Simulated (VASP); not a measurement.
HoMoN2: single point with PBE

The system is HoMoN2.

```
Ho Mo N
1.0
     3.98913    0.00000    0.00000
     0.00000    3.98913    0.00000
     0.00000    0.00000    3.21313
Ho Mo N
1 1 2
Cartesian
  1.9946 1.9946 0.0000
  0.0000 0.0000 1.6066
  1.9946 0.0000 1.6066
  0.0000 1.9946 1.6066
```

The cell was generated, and may not be a known phase.

```json
{"Program": "VASP 6.6.1", "Task": "single point", "Functional": "PBE", "Potentials or basis": "VASP PAW PBE potentials, release 64 (Ho_3, Mo_sv, N), 4f in core", "Cutoff": "600 eV", "k mesh": "10 × 10 × 12", "Occupations": "gaussian, width 0.1 eV", "Spin": "no spin polarisation"}
```

```json
{
 "Pressure": "0.2 GPa",
 "Band gap on the k mesh": "zero (an odd number of electrons rules out a gap without spin polarisation)"
}
```

Stress tensor (GPa, compression positive):
```
0.30 0.00 0.00
0.00 0.30 0.00
0.00 0.00 0.15
```

Levels at points of the mesh, in eV from the Fermi level:
```
           k point  band 13  band 14  band 15  band 16  band 17  band 18  band 19  band 20
(0.00, 0.00, 0.00)    -2.25    -2.00    -1.63    -1.46    -1.46    -0.27    -0.27     0.34
(0.50, 0.00, 0.00)    -3.54    -3.00    -2.91    -2.85     0.02     1.17     2.25     2.98
(0.50, 0.50, 0.00)    -4.24    -4.24    -3.15    -1.87     1.08     2.80     2.80     4.53
(0.00, 0.00, 0.50)    -4.62    -1.67    -1.67    -1.42    -1.42    -1.12     2.29     3.54
(0.50, 0.00, 0.50)    -3.84    -2.82    -2.44    -2.15     1.54     2.02     2.12     3.89
(0.50, 0.50, 0.50)    -5.28    -5.28    -0.97    -0.37     2.23     2.23     3.32     3.33
```

It took 4.4 min on 1 thread of AMD EPYC 7R43 64-Core Processor (Zen 3), on a shared host, peak memory 0.31 GiB.

Caveat: spin-orbit coupling is left out, which moves the levels of the heavy elements; the 4f electrons are frozen in the core, so they carry no moment and show no levels; an odd number of electrons without spin polarisation forces a metal; a magnetic or distorted state may lie lower; the run has no spin polarisation, though such a crystal can be magnetic. With open d or f shells a metallic result of PBE can be an artefact of self-interaction; +U or a hybrid may open a gap.
